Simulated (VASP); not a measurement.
# BW2 in VASP: further runs

BW2 is run at these levels: PBE; tasks: single point.

Program: VASP 6.6.1. These are calculated values, not measurements. Logs are shortened: lines on timing, memory, paths and dates and some standing lists are left out, and cuts for length are marked.

## (1) The cell of the first run

The cell holds a sheet with vacuum, 3 atoms: a = 2.810 Å, b = 2.810 Å, c = 17.000 Å, α = 90.00°, β = 90.00°, γ = 90.00°.

## (2) Single point, PBE

File INCAR:

```
SYSTEM = BW2
PREC = Accurate ; ENCUT = 520
EDIFF = 1E-6 ; ISMEAR = 0
SIGMA = 0.1 ; LREAL = .False.
LASPH = .True. ; NELM = 60
ALGO = Normal ; ISIF = 2
LWAVE = .False. ; LCHARG = .False.
LDIPOL = .True. ; IDIPOL = 3
DIPOL = 0.5 0.5 0.500 ; GGA = PE
NBANDS = 22
```

File KPOINTS:

```
regular mesh
0
Gamma
  6 6 1
  0 0 0
```

File POSCAR:

```
BW2
1.0
    2.8103190000      0.0000000000      0.0000000000
    0.0000000000      2.8103190000      0.0000000000
    0.0000000000      0.0000000000     17.0000000000
B W
1 2
Direct
    0.5000000000      0.5000000000      0.5000000000
    0.0000000000      0.0000000000      0.4261829600
    0.0000000000      0.0000000000      0.5738170400
```

Potentials or basis: VASP PAW PBE potentials, release 64 (B, W_sv).

The run is started by

```
cat potpaw_PBE.64/B/POTCAR potpaw_PBE.64/W_sv/POTCAR > POTCAR
mpirun -np 1 vasp_std > vasp.out
```

OUTCAR:

```text
SYSTEM = BW2
   PREC = Accurate
   ENCUT = 520
   EDIFF = 1E-6
   ISMEAR = 0
   LREAL = .False.
   LASPH = .True.
   NELM = 60
   ISIF = 2
   GGA = PE

 ion  position               nearest neighbor table
   1  0.500  0.500  0.500-   2 2.35   3 2.35   2 2.35   3 2.35   2 2.35   3 2.35   2 2.35   3 2.35

   2  0.000  0.000  0.426-   1 2.35   1 2.35   1 2.35   1 2.35   3 2.51
   3  0.000  0.000  0.574-   1 2.35   1 2.35   1 2.35   1 2.35   2 2.51

  LATTYP: Found a simple tetragonal cell.
 ALAT       =     2.8103190000
 C/A-ratio  =     6.0491353473

  Lattice vectors:

 A1 = (   2.8103190000,   0.0000000000,   0.0000000000)
 A2 = (   0.0000000000,   2.8103190000,   0.0000000000)
 A3 = (   0.0000000000,   0.0000000000,  17.0000000000)

Analysis of symmetry for initial positions (statically):
=====================================================================
 Subroutine PRICEL returns:
 Original cell was already a primitive cell.

 Routine SETGRP: Setting up the symmetry group for a
 simple tetragonal supercell.

 Subroutine GETGRP returns: Found 16 space group operations
 (whereof 16 operations were pure point group operations)
 out of a pool of 16 trial point group operations.

The static configuration has the point symmetry D_4h.

Analysis of symmetry for dynamics (positions and initial velocities):
=====================================================================
 Subroutine PRICEL returns:
 Original cell was already a primitive cell.

 Routine SETGRP: Setting up the symmetry group for a
 simple tetragonal supercell.

 Subroutine GETGRP returns: Found 16 space group operations
 (whereof 16 operations were pure point group operations)
 out of a pool of 16 trial point group operations.

The dynamic configuration has the point symmetry D_4h.

 Subroutine INISYM returns: Found 16 space group operations
 (whereof 16 operations are pure point group operations),
 and found     1 'primitive' translations

----------------------------------------------------------------------------------------

                                     Primitive cell

  volume of cell :     134.2642

  direct lattice vectors                    reciprocal lattice vectors
     2.810319000  0.000000000  0.000000000     0.355831491  0.000000000  0.000000000
     0.000000000  2.810319000  0.000000000     0.000000000  0.355831491  0.000000000
     0.000000000  0.000000000 17.000000000     0.000000000  0.000000000  0.058823529

  length of vectors
     2.810319000  2.810319000 17.000000000     0.355831491  0.355831491  0.058823529

  position of ions in fractional coordinates (direct lattice)
     0.500000000  0.500000000  0.500000000
     0.000000000  0.000000000  0.426182960
     0.000000000  0.000000000  0.573817040

  ion indices of the primitive-cell ions
   primitive index   ion index
                 1           1
                 2           2
                 3           3

----------------------------------------------------------------------------------------

 KPOINTS: regular mesh

Automatic generation of k-mesh.
 Grid dimensions read from file:
 generate k-points for:    6    6    1

 Generating k-lattice:

  Cartesian coordinates                     Fractional coordinates (reciprocal lattice)
     0.059305249  0.000000000  0.000000000     0.166666667  0.000000000  0.000000000
     0.000000000  0.059305249  0.000000000     0.000000000  0.166666667  0.000000000
     0.000000000  0.000000000  0.058823529     0.000000000  0.000000000  1.000000000

  Length of vectors
     0.059305249  0.059305249  0.058823529

  Shift w.r.t. Gamma in fractional coordinates (k-lattice)
     0.000000000  0.000000000  0.000000000

 Subroutine IBZKPT returns following result:
 ===========================================

 Found     10 irreducible k-points:

 Following reciprocal coordinates:
            Coordinates               Weight
  0.000000  0.000000  0.000000      1.000000
  0.166667  0.000000  0.000000      4.000000
  0.333333  0.000000  0.000000      4.000000
  0.500000  0.000000  0.000000      2.000000
  0.166667  0.166667  0.000000      4.000000
  0.333333  0.166667  0.000000      8.000000
  0.500000  0.166667  0.000000      4.000000
  0.333333  0.333333  0.000000      4.000000
  0.500000  0.333333  0.000000      4.000000
  0.500000  0.500000  0.000000      1.000000
   k-points           NKPTS =     10   k-points in BZ     NKDIM =     10   number of bands    NBANDS=     22
   number of dos      NEDOS =    301   number of ions     NIONS =      3
   total plane-waves  NPLWV =  72576
   dimension x,y,z NGX =    24 NGY =   24 NGZ =  126
   dimension x,y,z NGXF=    48 NGYF=   48 NGZF=  252
   ions per type =               1   2
   NGX,Y,Z   is equivalent  to a cutoff of  14.20, 14.20, 12.32 a.u.
   NGXF,Y,Z  is equivalent  to a cutoff of  28.39, 28.39, 24.64 a.u.
 SYSTEM =  BW2
   PREC   = accura    normal or accurate (medium, high low for compatibility)
   ISTART =      0    job   : 0-new  1-cont  2-samecut
   ICHARG =      2    charge: 1-file 2-atom 10-const
   ISPIN  =      1    spin polarized calculation?
   LNONCOLLINEAR =      F non collinear calculations
   LSORBIT =      F    spin-orbit coupling
   LASPH  =      T    aspherical Exc in radial PAW
   ENCUT  =  520.0 eV  38.22 Ry    6.18 a.u.   5.23  5.23 31.61*2*pi/ulx,y,z
   NELM   =     60;   NELMIN=  2; NELMDL= -5     # of ELM steps
   EDIFF  = 0.1E-05   stopping-criterion for ELM
   LREAL  =      F    real-space projection
   EDIFFG = 0.1E-04   stopping-criterion for IOM
   NSW    =      0    number of steps for IOM
   IBRION =     -1    ionic relax: 0-MD 1-quasi-New 2-CG
   NFREE  =      0    steps in history (QN), initial steepest desc. (CG)
   ISIF   =      2    stress and relaxation
   ISYM   =      2    0-nonsym 1-usesym 2-fastsym
   POTIM  = 0.5000    time-step for ionic-motion
   TEBEG  =    0.0;   TEEND  =   0.0 temperature during run
   PSTRESS=    0.0 pullay stress
   NELECT =      31.0000    total number of electrons
   NUPDOWN=      -1.0000    fix difference up-down
   EMIN   =  10.00;   EMAX   =-10.00  energy-range for DOS
   EFERMI =   0.00;   METHOD = LEGACY
   ISMEAR =     0;   SIGMA  =   0.10  broadening in eV -4-tet -1-fermi 0-gaus
   EFERMI_NEDOS =   21; number of points for ismear=-14 and -15
   IALGO  =     38    algorithm
   IMIX   =      4    mixing-type and parameters
     AMIX     =   0.40;   BMIX     =  1.00
     AMIX_MAG =   1.60;   BMIX_MAG =  1.00
  volume/ion in A,a.u.               =      44.75       302.02
  Fermi-wavevector in a.u.,A,eV,Ry     =   1.004327  1.897904 13.723838  1.008674
  Thomas-Fermi vector in A             =   2.136936
   LORBIT       =      0    0 simple, 1 ext, 2 COOP (PROOUT), +10 PAW based schemes
   GGA     = PE    functional components
   LHFCALC =     F    Hartree Fock is set to
   AEXX    =    0.0000 exact exchange contribution
   IVDW    =     0    specifies the selected vdW correction
   LEPSILON=     F    determine dielectric tensor
   LRPA    =     F    only Hartree local field effects (RPA)
 non-spin polarized calculation
 Gauss-broadening in eV      SIGMA  =   0.10
  energy-cutoff  :      520.00
  volume of cell :      134.26
 maximum number of plane-waves:      3656
 NGX is ok and might be reduce to    24
   NGX = 11   NGY = 11   NGZ = 63

 dipolmoment           0.000000      0.000000      0.000000 electrons x Angstroem

 number of electron      31.0000007 magnetization

 dipolmoment           0.000000      0.000000     -0.000000 electrons x Angstroem

 Free energy of the ion-electron system (eV)
  ---------------------------------------------------
  ext. energy  EPLUGINS =         0.00000000
  ---------------------------------------------------
  free energy    TOTEN  =       -29.06400735 eV

  energy without entropy =      -29.04106487  energy(sigma->0) =      -29.05253611

 E-fermi :  -0.6176     XC(G=0):  -5.0428

 val. band max:       -0.6359394336   @ k =   0.5000   0.3333   0.0000
 cond. band min:      -0.6000100877   @ k =   0.3333   0.3333   0.0000
 fundamental gap:      0.0359293459
 Fermi energy:        -0.6176276860

 k-point     1 :       0.0000    0.0000    0.0000
  band No.  band energies     occupation
      1     -74.5384      2.00000
      2     -74.4534      2.00000
      3     -39.2585      2.00000
      4     -38.4495      2.00000
      5     -38.4495      2.00000
      6     -38.3403      2.00000
[... 14 lines left out ...]
     21       3.2022      0.00000
     22       4.1707      0.00000

 k-point     2 :       0.1667    0.0000    0.0000
  band No.  band energies     occupation
      1     -74.5274      2.00000
      2     -74.4426      2.00000
      3     -39.2352      2.00000
      4     -38.6411      2.00000
      5     -38.5224      2.00000
      6     -38.4322      2.00000
[... 14 lines left out ...]
     21       2.8193      0.00000
     22       4.6724      0.00000

 k-point     3 :       0.3333    0.0000    0.0000
  band No.  band energies     occupation
      1     -74.5053      2.00000
      2     -74.4210      2.00000
      3     -39.1883      2.00000
      4     -39.0095      2.00000
      5     -38.8735      2.00000
      6     -38.3974      2.00000
[... 14 lines left out ...]
     21       3.0326      0.00000
     22       4.6602      0.00000
[... 126 lines left out ...]
 k-point     9 :       0.5000    0.3333    0.0000
  band No.  band energies     occupation
      1     -74.4617      2.00000
      2     -74.3786      2.00000
      3     -39.1146      2.00000
      4     -39.0948      2.00000
      5     -38.9726      2.00000
      6     -38.9173      2.00000
[... 14 lines left out ...]
     21       5.0324      0.00000
     22       5.3523      0.00000

 k-point    10 :       0.5000    0.5000    0.0000
  band No.  band energies     occupation
      1     -74.4509      2.00000
      2     -74.3680      2.00000
      3     -39.0896      2.00000
      4     -39.0896      2.00000
      5     -39.0703      2.00000
      6     -38.9489      2.00000
[... 14 lines left out ...]
     21       5.3214      0.00000
     22       6.7871      0.00000

------------------------ aborting loop because EDIFF is reached ----------------------------------------

 vacuum level on the upper side and lower side of the slab       (xc-potential included)        -0.134        -0.134

  FORCE on cell =-STRESS in cart. coord.  units (eV):
  Direction    XX          YY          ZZ          XY          YZ          ZX
  --------------------------------------------------------------------------------------
  -------------------------------------------------------------------------------------
  Total       -3.9520855     -3.9520855      3.1199995      0.0000000      0.0000000      0.0000000
  in kB      -47.1603208    -47.1603208     37.2310207      0.0000000      0.0000000      0.0000000
  external PRESSURE =     -19.0298736 kB  Pullay stress =       0.0000000 kB

 VOLUME and BASIS-vectors are now :
 -----------------------------------------------------------------------------
  energy-cutoff  :      520.00
  volume of cell :      134.26
      direct lattice vectors                 reciprocal lattice vectors
     2.810319000  0.000000000  0.000000000     0.355831491  0.000000000  0.000000000
     0.000000000  2.810319000  0.000000000     0.000000000  0.355831491  0.000000000
     0.000000000  0.000000000 17.000000000     0.000000000  0.000000000  0.058823529

 POSITION                                       TOTAL-FORCE (eV/Angst)
 -----------------------------------------------------------------------------------
      1.40516      1.40516      8.50000        -0.000000      0.000000      0.000000
      0.00000      0.00000      7.24511         0.000000     -0.000000     -1.253864
      0.00000      0.00000      9.75489         0.000000      0.000000      1.253864
 -----------------------------------------------------------------------------------
    total drift:                                0.000000     -0.000000     -0.000000

  FREE ENERGIE OF THE ION-ELECTRON SYSTEM (eV)
  ---------------------------------------------------
  free  energy   TOTEN  =       -29.0640073543 eV

  energy  without entropy=      -29.0410648743  energy(sigma->0) =      -29.05253611

 vacuum level on the upper side and lower side of the slab         4.555         4.555
```

Run time: 51 s. Hardware: 1 thread of Intel Xeon 6975P-C, shared host; peak memory 0.25 GiB.

What came out:

```
Free energy   : -29.0640 eV
Largest force : 1.254 eV/Å
```

Forces on the atoms (eV/Å):
```
B    0.000  0.000  0.000
W    0.000  0.000 -1.254
W    0.000  0.000  1.254
```

Caveat: the k points lie up to 0.37 Å⁻¹ apart; spin-orbit coupling is left out, which moves the levels of the heavy elements.

## (3) Single point, PBE

This run uses another cell than the first one, of 69.60 Å³/atom, 1.555 times its volume.

File INCAR:

```
PREC = Accurate ; ENCUT = 520
EDIFF = 1E-7 ; ISMEAR = 0
SIGMA = 0.1 ; LREAL = False
LASPH = True ; NELM = 80
ALGO = Normal ; ISIF = 2
LWAVE = False ; LCHARG = False
LDIPOL = True ; IDIPOL = 3
DIPOL = 0.5 0.5 0.295 ; GGA = PE
NBANDS = 22
```

File KPOINTS:

```
Automatic mesh
0
Gamma
  6 6 1
```

File POSCAR:

```
BW2
1.0
    2.6916281442      0.0000000000      0.0000000000
    0.0000000000      2.6916281442      0.0000000000
    0.0000000000      0.0000000000     28.8195587200
B W
1 2
Direct
    0.5000000000      0.5000000000      0.2949385895
    0.0000000000      0.0000000000      0.2481137889
    0.0000000000      0.0000000000      0.3417633901
```

Potentials or basis: VASP PAW PBE potentials, release 64 (B, W_sv).

The run is started by

```
cat potpaw_PBE.64/B/POTCAR potpaw_PBE.64/W_sv/POTCAR > POTCAR
mpirun -np 1 vasp_std > vasp.out
```

It took 2 min on 1 thread of Intel Xeon 6975P-C, shared host; peak memory 0.29 GiB.

It converged, with:

```
Free energy   : -29.3739 eV
Largest force : 0.046 eV/Å
```

Forces in eV/Å, atoms in the order of the input:
```
B    0.000  0.000  0.000
W    0.000  0.000 -0.046
W    0.000  0.000  0.046
```

Levels at points of the mesh, in eV from the Fermi level:
| k point | band 12 | band 13 | band 14 | band 15 | band 16 | band 17 | band 18 | band 19 | band 20 | band 21 |
| --- | --- | --- | --- | --- | --- | --- | --- | --- | --- | --- |
| (0.00, 0.00, 0.00) | -3.50 | -3.29 | -0.85 | -0.42 | -0.42 | -0.37 | 3.41 | 3.41 | 4.37 | 4.66 |
| (0.50, 0.00, 0.00) | -2.39 | -2.25 | -0.65 | -0.61 | -0.42 | 1.17 | 2.02 | 2.48 | 3.06 | 3.97 |
| (0.50, 0.50, 0.00) | -5.73 | -1.13 | -0.15 | -0.15 | 3.22 | 3.42 | 3.42 | 3.99 | 7.03 | 7.17 |

Caveat: the k points lie up to 0.39 Å⁻¹ apart; spin-orbit coupling is left out, which moves the levels of the heavy elements.

## (4) Single point, PBE

This run uses another cell than the first one, of 69.60 Å³/atom, 1.555 times its volume.

File INCAR:

```
PREC     = Accurate       # precision mode
ENCUT    = 520            # plane-wave cutoff, eV
EDIFF    = 1E-6           # SCF threshold, eV
ISMEAR   = 0              # smearing method
SIGMA    = 0.1            # smearing width, eV
LREAL    = False          # projectors in reciprocal space
LASPH    = True           # aspherical terms in the spheres
NELM     = 60             # most SCF steps
ALGO     = Normal         # electronic algorithm
ISIF     = 2              # what is computed and relaxed
LWAVE    = False          # write WAVECAR
LCHARG   = False          # write CHGCAR
LDIPOL   = True         
IDIPOL   = 3            
DIPOL    = 0.5 0.5 0.295
GGA      = PE             # functional
NBANDS   = 22             # bands
```

File KPOINTS:

```
regular mesh
0
Gamma
  18 18 1
```

POSCAR is that of step 3.

The run is started by

```
cat potpaw_PBE.64/B/POTCAR potpaw_PBE.64/W_sv/POTCAR > POTCAR
mpirun -np 1 vasp_std > vasp.out
```

Wall time 8.5 min (1 thread of Intel Xeon 6975P-C, shared host); peak memory 0.43 GiB.

The run converged. Its results:

| Item | Value |
| --- | --- |
| Free energy | -29.2253 eV |
| Largest force | 0.083 eV/Å |

Forces on the atoms (eV/Å):
```
B    0.000  0.000  0.000
W    0.000  0.000 -0.083
W    0.000  0.000  0.083
```

Levels at points of the mesh, in eV from the Fermi level:
```tsv
k point	band 14	band 15	band 16	band 17	band 18	band 19
(0.00, 0.00, 0.00)	-0.87	-0.45	-0.45	-0.39	3.40	3.40
(0.50, 0.00, 0.00)	-0.67	-0.63	-0.44	1.16	2.01	2.47
(0.50, 0.50, 0.00)	-0.16	-0.16	3.19	3.40	3.40	3.98
```

Caveat: spin-orbit coupling is left out, which moves the levels of the heavy elements.

(Continued in part 2 of 2.)
